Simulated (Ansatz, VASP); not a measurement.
# YI in VASP and in Ansatz

```
CELL_PARAMETERS angstrom
3.79095 0.00000 0.00000
-1.89547 3.28306 0.00000
0.00000 0.00000 10.61728
ATOMIC_POSITIONS crystal
Y 0.66667 0.33333 0.62673
Y 0.33333 0.66667 0.37327
I 0.33333 0.66667 0.81998
I 0.66667 0.33333 0.18002
```

Change from the starting cell: volume scaled by 0.88, LAPW.

Alike in both runs: task single point; functional LDA; k mesh 7 × 7 × 3; occupations fermi-dirac, width 0.05 eV; collinear spin.

```csv
,VASP,Ansatz
version,VASP 6.6.1,Ansatz 0.2.0
potentials or method,"VASP PAW LDA potentials, release 64 (Y_sv, I), cutoff 520 eV","all-electron LAPW, scalar-relativistic"
```

VASP gave:

- pressure (GPa): 1.7
- traceless stress, the component that is largest in VASP (GPa): 0.85
- rms of the force components (eV/Å): 0.184
- net moment per atom (μB): 0.00
- size of the moment on the site where the two differ most (μB): 0.00

Estimate Ansatz's values.

pressure (GPa): 1.8; traceless stress, the component that is largest in VASP (GPa): 0.75; rms of the force components (eV/Å): 0.188; net moment per atom (μB): 0.16; size of the moment on the site where the two differ most (μB): 0.16.

The net moments are unlike, so the other rows may belong to different states. LDA's correlation is that of Perdew and Zunger in VASP and of Perdew and Wang (1992) in Ansatz. Site moments also hang on the region over which each program counts them. Atom by atom the forces differ by 0.009 eV/Å (rms over components). Ansatz ran all-electron here, and VASP with PAW potentials.

Neither program's run includes spin-orbit coupling.
